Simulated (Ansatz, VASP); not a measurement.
**Two plane-wave programs on GaP**

The input INCAR:

```
SYSTEM = GaP
  PREC = Accurate
  ENCUT = 520
  EDIFF = 1E-6
  ISMEAR = 0
  SIGMA = 0.05
  LREAL = .FALSE.
  LASPH = .TRUE.
  NELM = 60
  ALGO = Normal
  ISIF = 2
  LWAVE = .FALSE.
  LCHARG = .TRUE.
  GGA = PE
  LELF = .TRUE.
  LVHAR = .TRUE.
  NBANDS = 16
```

The input KPOINTS:

```
Automatic mesh
0
G
  10 10 10
  0 0 0
```

POSCAR

```
GaP
1.0
    0.0000000000      2.6324288449      2.7768236761
    2.7768236761      0.0000000000      2.7768236761
    2.7768236761      2.6324288449      0.0000000000
Ga P
1 1
Direct
    0.0000000000      0.0000000000      0.0000000000
    0.7500000000      0.7500000000      0.7500000000
```

Input for Ansatz:

```yaml
crystal:
  lattice:
    - [0.0, 2.6324288449, 2.7768236761]
    - [2.7768236761, 0.0, 2.7768236761]
    - [2.7768236761, 2.6324288449, 0.0]
  atoms:
    - { symbol: Ga, position: [0.0, 0.0, 0.0] }
    - { symbol: P, position: [0.75, 0.75, 0.75] }
basis:
  ecutwfc: 420
kpoints:
  mp_grid: { grid: [10, 10, 10] }
hamiltonian:
  xc: pbe
scf:
  occupations: { method: gaussian, width: 0.05 }
output:
  forces: true
  stress: true
  eigenvalues: true
```

Alike in both runs: task single point; functional PBE; k mesh 10 × 10 × 10; occupations gaussian, width 0.05 eV; no spin polarisation.

|  | VASP | Ansatz |
| --- | --- | --- |
| version | VASP 6.6.1 | Ansatz 0.2.0 |
| potentials or method | VASP PAW PBE potentials, release 64 (Ga_d, P), cutoff 520 eV | scalar-relativistic, plane waves, PAW |
| valence electrons in the cell | 18 | 18 |

Ansatz gave:

```
gap on the k mesh at the Fermi level (eV)                     : 1.11
least direct gap on the mesh (eV)                             : 1.60
pressure (GPa)                                                : 2.2
traceless stress, the component that is largest in VASP (GPa) : 2.35
```

Task: Estimate VASP's values.

Result: gap on the k mesh at the Fermi level (eV): 1.11; least direct gap on the mesh (eV): 1.60; pressure (GPa): 2.1; traceless stress, the component that is largest in VASP (GPa): 2.36.

With one functional, cell and mesh, what is left measures potentials, basis and numerics.
